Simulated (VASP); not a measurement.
## Zr: single point with PBE

The system is Zr.

```
Zr
1.0
     3.18341    0.00000    0.00000
    -1.59171    2.75692    0.00000
     0.00000    0.00000    5.23512
Zr
2
Direct
  0.33333 0.66667 0.25000
  0.66667 0.33333 0.75000
```

This cell differs from its parent crystal: biaxial strain in the a-b plane: -1.5 %, then relaxed in part.

```json
{
 "Program": "VASP 6.6.1",
 "Task": "single point",
 "Functional": "PBE",
 "Potentials or basis": "VASP PAW PBE potentials, release 64 (Zr_sv)",
 "Cutoff": "520 eV",
 "k mesh": "15 × 15 × 8",
 "Occupations": "gaussian, width 0.1 eV",
 "Spin": "no spin polarisation"
}
```

| Item | Value |
| --- | --- |
| Pressure | 1.6 GPa |
| Band gap on the k mesh | zero (band 12 reaches 10.06 eV, above the bottom of band 13 at 8.77 eV) |

Stress tensor (GPa, compression positive):
```
2.35 0.00 0.00
0.00 2.35 0.00
0.00 0.00 0.01
```

Levels at points of the mesh, in eV from the Fermi level:
| k point | band 8 | band 9 | band 10 | band 11 | band 12 | band 13 | band 14 | band 15 | band 16 | band 17 |
| --- | --- | --- | --- | --- | --- | --- | --- | --- | --- | --- |
| (0.00, 0.00, 0.00) | -26.28 | -5.68 | -3.08 | 0.75 | 0.92 | 0.92 | 0.97 | 1.55 | 1.55 | 2.39 |
| (0.00, 0.00, 0.50) | -26.34 | -4.03 | -4.03 | -0.10 | -0.10 | 0.88 | 0.88 | 0.88 | 0.88 | 4.01 |

It took 2.9 min on 1 thread of Intel(R) Xeon(R) Platinum 8259CL CPU @ 2.50GHz (Skylake/Cascade Lake), on a shared host, peak memory 0.22 GiB.

Caveat: the cell differs from its parent crystal (biaxial strain in the a-b plane: -1.5 %, then relaxed in part).
